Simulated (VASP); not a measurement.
Runs of VASP 6.6.1 on Nb2B3C. The structure is that of space group P6/mmm (No. 191), or close to it. The cells are those of the table. The cell was generated, and may not be a known phase.

```tsv
task	cell	k mesh	cutoff (eV)	gap on the mesh (eV)	pressure (GPa)	relaxed volume (Å³/atom)
relaxation of cell and atoms	relaxed from a = 4.711, b = 4.711, c = 3.369 Å, angles 90.0, 90.0, 120.0°, 6 atoms	6 × 6 × 6	600	none	-0.1	11.49
single point	a = 4.460, b = 4.460, c = 4.008 Å, angles 90.0, 90.0, 120.0°, 6 atoms	6 × 6 × 6	520	none	-0.2	-
single point	a = 4.449, b = 4.449, c = 4.026 Å, angles 90.0, 90.0, 120.0°, 6 atoms	12 × 12 × 10	520	none	-0.3	-
single point	a = 4.711, b = 4.711, c = 3.369 Å, angles 90.0, 90.0, 120.0°, 6 atoms	6 × 6 × 6	520	none	(a)	-
relaxation of cell and atoms	relaxed from a = 4.460, b = 4.460, c = 4.008 Å, angles 90.0, 90.0, 120.0°, 6 atoms	12 × 12 × 10	600	none	-0.1	11.49
```

Alike in all rows: level PBE; potentials or basis VASP PAW PBE potentials, release 64 (Nb_sv, B, C); no spin polarisation; smearing gaussian 0.1 eV.

Fill in the values left out.

(a) 32.1.

Caveats: an odd number of electrons without spin polarisation forces a metal; a magnetic or distorted state may lie lower; a cell axis changed by over 15 % at a fixed basis, so the end point is rough (at least some runs); the stress differs along the axes, from 24 to 49 GPa (at least some runs).

A k mesh can miss the band edges, and the runs leave out spin-orbit coupling on Nb.

A gap of «none» marks levels without a gap at the run's occupations.
